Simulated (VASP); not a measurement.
# S (Fm-3m) in VASP: notebook, part 2 of 2

VASP 6.6.1.

### 4 Single point, PBE

INCAR reads:

```
PREC = Accurate ; ENCUT = 520
EDIFF = 1E-7 ; ISMEAR = 1
SIGMA = 0.1 ; LREAL = False
LASPH = True ; NELM = 100
ALGO = Normal ; ISIF = 2
LWAVE = False ; LCHARG = True
GGA = PE ; LELF = True
LVHAR = True ; NBANDS = 9
```

KPOINTS reads:

```
regular mesh
0
Gamma
  10 10 10
```

POSCAR reads:

```
S
1.0
    0.0000000000      1.9943503400      1.9943503400
    1.9943503400      0.0000000000      1.9943503400
    1.9943503400      1.9943503400      0.0000000000
S
1
Direct
    0.0000000000      0.0000000000      0.0000000000
```

Potentials or basis: VASP PAW PBE potentials, release 64 (S).

Run with:

```sh
$ cat potpaw_PBE.64/S/POTCAR > POTCAR
$ mpirun -np 1 vasp_std > vasp.out
```

OUTCAR:

```text
PREC = Accurate
   ENCUT = 520
   EDIFF = 1E-7
   ISMEAR = 1
   LREAL = False
   LASPH = True
   NELM = 100
   ISIF = 2
   GGA = PE

 ion  position               nearest neighbor table
   1  0.000  0.000  0.000-

  LATTYP: Found a face centered cubic cell.
 ALAT       =     3.9887006800

  Lattice vectors:

 A1 = (   0.0000000000,   1.9943503400,   1.9943503400)
 A2 = (   1.9943503400,   0.0000000000,   1.9943503400)
 A3 = (   1.9943503400,   1.9943503400,   0.0000000000)

Analysis of symmetry for initial positions (statically):
=====================================================================
 Subroutine PRICEL returns:
 Original cell was already a primitive cell.

 Routine SETGRP: Setting up the symmetry group for a
 face centered cubic supercell.

 Subroutine GETGRP returns: Found 48 space group operations
 (whereof 48 operations were pure point group operations)
 out of a pool of 48 trial point group operations.

The static configuration has the point symmetry O_h .

Analysis of symmetry for dynamics (positions and initial velocities):
=====================================================================
 Subroutine PRICEL returns:
 Original cell was already a primitive cell.

 Routine SETGRP: Setting up the symmetry group for a
 face centered cubic supercell.

 Subroutine GETGRP returns: Found 48 space group operations
 (whereof 48 operations were pure point group operations)
 out of a pool of 48 trial point group operations.

The dynamic configuration has the point symmetry O_h .

 Subroutine INISYM returns: Found 48 space group operations
 (whereof 48 operations are pure point group operations),
 and found     1 'primitive' translations

----------------------------------------------------------------------------------------

                                     Primitive cell

  volume of cell :      15.8648
[... 109 lines left out ...]
  Fermi-wavevector in a.u.,A,eV,Ry     =   1.183897  2.237240 19.070080  1.401611
  Thomas-Fermi vector in A             =   2.320122
   LORBIT       =      0    0 simple, 1 ext, 2 COOP (PROOUT), +10 PAW based schemes
   GGA     = PE    functional components
   LHFCALC =     F    Hartree Fock is set to
   AEXX    =    0.0000 exact exchange contribution
   IVDW    =     0    specifies the selected vdW correction
   LEPSILON=     F    determine dielectric tensor
   LRPA    =     F    only Hartree local field effects (RPA)
 non-spin polarized calculation
 Methfessel and Paxton  Order N= 1 SIGMA  =   0.10
  energy-cutoff  :      520.00
  volume of cell :       15.86
 maximum number of plane-waves:       444
 NGX is ok and might be reduce to    24
   NGX = 11   NGY = 11   NGZ = 11

 number of electron       5.9999999 magnetization

 Free energy of the ion-electron system (eV)
  ---------------------------------------------------
  ext. energy  EPLUGINS =         0.00000000
  ---------------------------------------------------
  free energy    TOTEN  =        -2.83920157 eV

  energy without entropy =       -2.83855090  energy(sigma->0) =       -2.83898468

 E-fermi :   7.3232     XC(G=0): -11.1680

 val. band max:        7.3128879811   @ k =   0.5000   0.3000   0.0000
 cond. band min:       7.5850174175   @ k =   0.2000   0.1000   0.0000
 fundamental gap:      0.2721294364
 Fermi energy:         7.3232058944

 k-point     1 :       0.0000    0.0000    0.0000
  band No.  band energies     occupation
      1      -9.2786      2.00000
      2      10.5937      0.00000
      3      10.5937      0.00000
      4      10.5937      0.00000
      5      19.5297      0.00000
      6      19.5297      0.00000
      7      19.5297      0.00000
      8      21.7666      0.00000
      9      24.8469      0.00000
[... 265 lines left out ...]
 k-point    24 :       0.4000    0.3000    0.0000
  band No.  band energies     occupation
      1      -5.5490      2.00000
      2       3.5722      2.00000
      3       6.5179      2.00000
      4       7.2842      1.60823
      5      14.3435      0.00000
      6      15.3985      0.00000
      7      25.5683      0.00000
      8      26.0451      0.00000
      9      29.0656      0.00000

 [... further k-points ...]

------------------------ aborting loop because EDIFF is reached ----------------------------------------

  FORCE on cell =-STRESS in cart. coord.  units (eV):
  Direction    XX          YY          ZZ          XY          YZ          ZX
  --------------------------------------------------------------------------------------
  -------------------------------------------------------------------------------------
  Total       -0.0854637     -0.0854637     -0.0854637     -0.0000000     -0.0000000      0.0000000
  in kB       -8.6309324     -8.6309324     -8.6309324     -0.0000000     -0.0000000      0.0000000
  external PRESSURE =      -8.6309324 kB  Pullay stress =       0.0000000 kB

 VOLUME and BASIS-vectors are now :
 -----------------------------------------------------------------------------
  energy-cutoff  :      520.00
  volume of cell :       15.86
      direct lattice vectors                 reciprocal lattice vectors
     0.000000000  1.994350340  1.994350340    -0.250708208  0.250708208  0.250708208
     1.994350340  0.000000000  1.994350340     0.250708208 -0.250708208  0.250708208
     1.994350340  1.994350340  0.000000000     0.250708208  0.250708208 -0.250708208

 POSITION                                       TOTAL-FORCE (eV/Angst)
 -----------------------------------------------------------------------------------
      0.00000      0.00000      0.00000         0.000000      0.000000     -0.000000
 -----------------------------------------------------------------------------------
    total drift:                               -0.000000     -0.000000     -0.000000

  FREE ENERGIE OF THE ION-ELECTRON SYSTEM (eV)
  ---------------------------------------------------
  free  energy   TOTEN  =        -2.8392015696 eV

  energy  without entropy=       -2.8385509019  energy(sigma->0) =       -2.83898468
```

stdout:

```text
POSCAR found type information on POSCAR S
 POSCAR found :  1 types and       1 ions
 scaLAPACK will be used
 LDA part: xc-table for (Slater+PW92), standard interpolation
 POSCAR, INCAR and KPOINTS ok, starting setup
 FFT: planning ... GRIDC
 FFT: planning ... GRID_SOFT
 FFT: planning ... GRID
 WAVECAR not read
 entering main loop
```

Run time: 13 s. Hardware: 1 thread of AMD EPYC 7R13, shared host; peak memory 0.1 GiB.

Results:

- Free energy: -2.8392 eV
- Pressure: -0.9 GPa
- Band gap on the k mesh: zero (band 3 reaches 10.59 eV, above the bottom of band 4 at 5.03 eV)

### 5 Single point, PBE

INCAR reads:

```
SYSTEM = S
ALGO = Normal
EDIFF = 1E-7
ENCUT = 520
GGA = PE
ISIF = 2
ISMEAR = 1
LASPH = .True.
LCHARG = .False.
LREAL = .False.
LWAVE = .False.
NBANDS = 9
NELM = 100
PREC = Accurate
SIGMA = 0.1
```

KPOINTS reads:

```
k-points
0
Gamma
  12 12 12
  0 0 0
```

POSCAR is that of step 4.

Potentials or basis: VASP PAW PBE potentials, release 64 (S).

Run with:

```sh
$ cat potpaw_PBE.64/S/POTCAR > POTCAR
$ mpirun -np 1 vasp_std > vasp.out
```

OUTCAR:

```text
SYSTEM = S
   EDIFF = 1E-7
   ENCUT = 520
   GGA = PE
   ISIF = 2
   ISMEAR = 1
   LASPH = .True.
   LREAL = .False.
   NELM = 100
   PREC = Accurate

 ion  position               nearest neighbor table
   1  0.000  0.000  0.000-

  LATTYP: Found a face centered cubic cell.
 ALAT       =     3.9887006800

  Lattice vectors:

 A1 = (   0.0000000000,   1.9943503400,   1.9943503400)
 A2 = (   1.9943503400,   0.0000000000,   1.9943503400)
 A3 = (   1.9943503400,   1.9943503400,   0.0000000000)

[... 466 lines left out ...]
      9      27.5934      0.00000

 [... further k-points ...]

------------------------ aborting loop because EDIFF is reached ----------------------------------------

  FORCE on cell =-STRESS in cart. coord.  units (eV):
  Direction    XX          YY          ZZ          XY          YZ          ZX
  --------------------------------------------------------------------------------------
  -------------------------------------------------------------------------------------
  Total        0.0273808      0.0273808      0.0273808     -0.0000000      0.0000000     -0.0000000
  in kB        2.7651732      2.7651732      2.7651732     -0.0000000      0.0000000     -0.0000000
  external PRESSURE =       2.7651732 kB  Pullay stress =       0.0000000 kB

 VOLUME and BASIS-vectors are now :
 -----------------------------------------------------------------------------
  energy-cutoff  :      520.00
  volume of cell :       15.86
      direct lattice vectors                 reciprocal lattice vectors
     0.000000000  1.994350340  1.994350340    -0.250708208  0.250708208  0.250708208
     1.994350340  0.000000000  1.994350340     0.250708208 -0.250708208  0.250708208
     1.994350340  1.994350340  0.000000000     0.250708208  0.250708208 -0.250708208

 POSITION                                       TOTAL-FORCE (eV/Angst)
 -----------------------------------------------------------------------------------
      0.00000      0.00000      0.00000        -0.000000     -0.000000      0.000000
 -----------------------------------------------------------------------------------
    total drift:                               -0.000000     -0.000000     -0.000000

  FREE ENERGIE OF THE ION-ELECTRON SYSTEM (eV)
  ---------------------------------------------------
  free  energy   TOTEN  =        -2.8230190252 eV

  energy  without entropy=       -2.8235271747  energy(sigma->0) =       -2.82318841
```

OSZICAR:

```text
N       E                     dE             d eps       ncg     rms          rms(c)
DAV:   1     0.719624646275E+01    0.71962E+01   -0.29579E+03  1320   0.558E+02
DAV:   2    -0.262684803121E+01   -0.98231E+01   -0.94473E+01  1948   0.735E+01
DAV:   3    -0.282513427854E+01   -0.19829E+00   -0.19737E+00  1453   0.924E+00
DAV:   4    -0.282571610033E+01   -0.58182E-03   -0.58173E-03  1787   0.602E-01
DAV:   5    -0.282571683082E+01   -0.73049E-06   -0.72991E-06  1564   0.186E-02    0.775E+00
DAV:   6    -0.282328199924E+01    0.24348E-02   -0.37328E-03  1401   0.337E-01    0.462E+00
DAV:   7    -0.282307301342E+01    0.20899E-03   -0.57311E-03  1402   0.437E-01    0.134E-01
DAV:   8    -0.282301789765E+01    0.55116E-04   -0.28754E-04  1450   0.926E-02    0.182E-02
DAV:   9    -0.282301881517E+01   -0.91752E-06   -0.23705E-06  1595   0.121E-02    0.528E-03
DAV:  10    -0.282301891598E+01   -0.10081E-06   -0.36645E-07  1536   0.458E-03    0.221E-03
DAV:  11    -0.282301902583E+01   -0.10985E-06   -0.41478E-08   864   0.147E-03    0.431E-04
DAV:  12    -0.282301902517E+01    0.65660E-09   -0.99906E-10   730   0.274E-04
   1 F= -.28230190E+01 E0= -.28231884E+01  d E =0.508150E-03
```

stdout:

```text
POSCAR found type information on POSCAR S
 POSCAR found :  1 types and       1 ions
 scaLAPACK will be used
 LDA part: xc-table for (Slater+PW92), standard interpolation
 POSCAR, INCAR and KPOINTS ok, starting setup
 FFT: planning ... GRIDC
 FFT: planning ... GRID_SOFT
 FFT: planning ... GRID
 WAVECAR not read
 entering main loop
```

It took 17 s on 1 thread of AMD EPYC 7R13, shared host; peak memory 0.1 GiB.

Results:

- Free energy: -2.8230 eV
- Pressure: 0.3 GPa
- Band gap on the k mesh: zero (band 3 reaches 10.60 eV, above the bottom of band 4 at 4.91 eV)

Levels at points of the mesh, in eV from the Fermi level:
```csv
k point,band 1,band 2,band 3,band 4,band 5,band 6,band 7
"(0.00, 0.00, 0.00)",-16.68,3.19,3.19,3.19,12.13,12.13,12.13
"(0.50, 0.00, 0.00)",-12.60,-7.37,1.90,1.90,9.46,11.35,11.35
"(0.50, 0.50, 0.00)",-10.96,-6.38,-0.81,-0.81,5.40,5.92,21.85
```

### 6 Overview

```tsv
k mesh	gap on the mesh (eV)	pressure (GPa)
6 × 6 × 6	none	-0.1
8 × 8 × 8	none	0.1
10 × 10 × 10	none	-0.9
12 × 12 × 12	none	0.3
```

Alike in all rows: task single point; level PBE; potentials or basis VASP PAW PBE potentials, release 64 (S); no spin polarisation; cell as given; cutoff (eV) 520; smearing methfessel-paxton 0.1 eV.

Caveats: some runs use coarse meshes.

Total energies depend on the potentials used, so only differences within one code and one set of settings carry meaning.
